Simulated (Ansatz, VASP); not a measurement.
Two plane-wave programs on MnO

INCAR

```
SYSTEM = MnO
PREC = Accurate ; ENCUT = 520
EDIFF = 1E-6 ; ISMEAR = 0
SIGMA = 0.1 ; LREAL = .False.
LASPH = .True. ; NELM = 150
ALGO = Normal ; ISIF = 2
LWAVE = .False. ; LCHARG = .False.
ISPIN = 2 ; MAGMOM = 4 4 4 0 0 0
LORBIT = 11 ; LMAXMIX = 4
GGA = PE ; NBANDS = 42
```

The input KPOINTS:

```
regular mesh
0
Gamma
  6 6 4
  0 0 0
```

Contents of POSCAR:

```
MnO
1.0
    2.8166731900      0.0000000000      0.0000000000
    0.0000000000      3.1793724300      0.0000000000
    0.0000000000      0.0000000000      7.3459873500
Mn O
3 3
Direct
    0.5000000000      0.5000000000      0.1780484600
    0.5000000000      0.5000000000      0.8219515400
    0.0000000000      0.0000000000      0.5000000000
    0.5000000000      0.0000000000      0.3219515400
    0.0000000000      0.5000000000      0.0000000000
    0.5000000000      0.0000000000      0.6780484600
```

Input for Ansatz:

```yaml
crystal:
  lattice:
    - [2.81667319, 0.0, 0.0]
    - [0.0, 3.17937243, 0.0]
    - [0.0, 0.0, 7.34598735]
  atoms:
    - { symbol: Mn, position: [0.5, 0.5, 0.17804846], spin: 4.0 }
    - { symbol: Mn, position: [0.5, 0.5, 0.82195154], spin: 4.0 }
    - { symbol: Mn, position: [0.0, 0.0, 0.5], spin: 4.0 }
    - { symbol: O, position: [0.5, 0.0, 0.32195154] }
    - { symbol: O, position: [0.0, 0.5, 0.0] }
    - { symbol: O, position: [0.5, 0.0, 0.67804846] }
basis:
  ecutwfc: 420
kpoints:
  mp_grid: { grid: [6, 6, 4] }
hamiltonian:
  xc: pbe
scf:
  occupations: { method: gaussian, width: 0.1 }
  lower_state_search: "off"
output:
  forces: true
  stress: true
  eigenvalues: true
  populations: true
magnetization:
  spin_polarized: true
```

Alike in both runs: task single point; functional PBE; k mesh 6 × 6 × 4; occupations gaussian, width 0.1 eV; collinear spin.

|  | VASP | Ansatz |
| --- | --- | --- |
| version | VASP 6.6.1 | Ansatz 0.2.0 |
| potentials or method | VASP PAW PBE potentials, release 64 (Mn_pv, O), cutoff 520 eV | scalar-relativistic, plane waves, PAW |
| valence electrons in the cell | 57 | 63 |

|  | VASP | Ansatz | Ansatz less VASP |
| --- | --- | --- | --- |
| gap on the k mesh at the Fermi level (eV) | none | none | - |
| pressure (GPa) | 18.2 | 17.2 | -1.00 |
| traceless stress, the component that is largest in VASP (GPa) | -2.11 | -2.46 | -0.358 |
| rms of the force components (eV/Å) | 0.268 | 0.268 | +0.0001 |
| net moment per atom (μB) | 1.75 | 1.75 | 0.000 |
| size of the moment on the site where the two differ most (μB) | 3.37 | 2.93 | -0.442 |

Site moments also hang on the region over which each program counts them. Atom by atom the forces differ by 0.009 eV/Å (rms over components). A gap of «none» marks a metal or a gap that the smearing closes. VASP's potentials hold 57 valence electrons a cell and Ansatz's 63, so a difference there can come from the potentials and not from the codes.

The k mesh is coarse, so the values compare programs but aren't converged.
